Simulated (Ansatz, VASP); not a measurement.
LiBr in VASP and in Ansatz

File INCAR:

```
SYSTEM = LiBr
ALGO = Normal
EDIFF = 1E-6
ENCUT = 750
GGA = PE
GGA_COMPAT = .FALSE.
ISIF = 2
ISMEAR = 0
LASPH = .TRUE.
LCHARG = .FALSE.
LREAL = .FALSE.
LWAVE = .FALSE.
NBANDS = 12
NELM = 120
PREC = Accurate
SIGMA = 0.02
```

File KPOINTS:

```
k-points
0
G
  8 8 8
  0 0 0
```

Contents of POSCAR:

```
LiBr
1.0
    0.0000000000      2.6991554615      2.6991554615
    2.6991554615      0.0000000000      2.6991554615
    2.6991554615      2.6991554615      0.0000000000
Li Br
1 1
Direct
    0.0000000000      0.0000000000      0.0000000000
    0.5000000000      0.5000000000      0.5000000000
```

Input for Ansatz:

```yaml
crystal:
  lattice:
    - [0.0, 2.6991554615, 2.6991554615]
    - [2.6991554615, 0.0, 2.6991554615]
    - [2.6991554615, 2.6991554615, 0.0]
  atoms:
    - { symbol: Li, position: [0.0, 0.0, 0.0] }
    - { symbol: Br, position: [0.5, 0.5, 0.5] }
basis:
  ecutwfc: 420
kpoints:
  mp_grid: { grid: [8, 8, 8] }
hamiltonian:
  xc: pbe
scf:
  occupations: { method: gaussian, width: 0.02 }
output:
  forces: true
  stress: true
  eigenvalues: true
```

Alike in both runs: task single point; functional PBE; k mesh 8 × 8 × 8; occupations gaussian, width 0.02 eV; no spin polarisation.

|  | VASP | Ansatz |
| --- | --- | --- |
| version | VASP 6.6.1 | Ansatz 0.2.0 |
| potentials or method | VASP PAW PBE potentials, release 64 (Li_sv, Br), cutoff 750 eV | scalar-relativistic, plane waves, PAW |
| valence electrons in the cell | 10 | 10 |

|  | VASP | Ansatz | Ansatz less VASP |
| --- | --- | --- | --- |
| gap on the k mesh at the Fermi level (eV) | 5.20 | 5.20 | -0.004 |
| least direct gap on the mesh (eV) | 5.20 | 5.20 | -0.004 |
| pressure (GPa) | 1.8 | 1.8 | +0.06 |

The functional is the same, so the differences come from potentials, cutoffs and numerics.
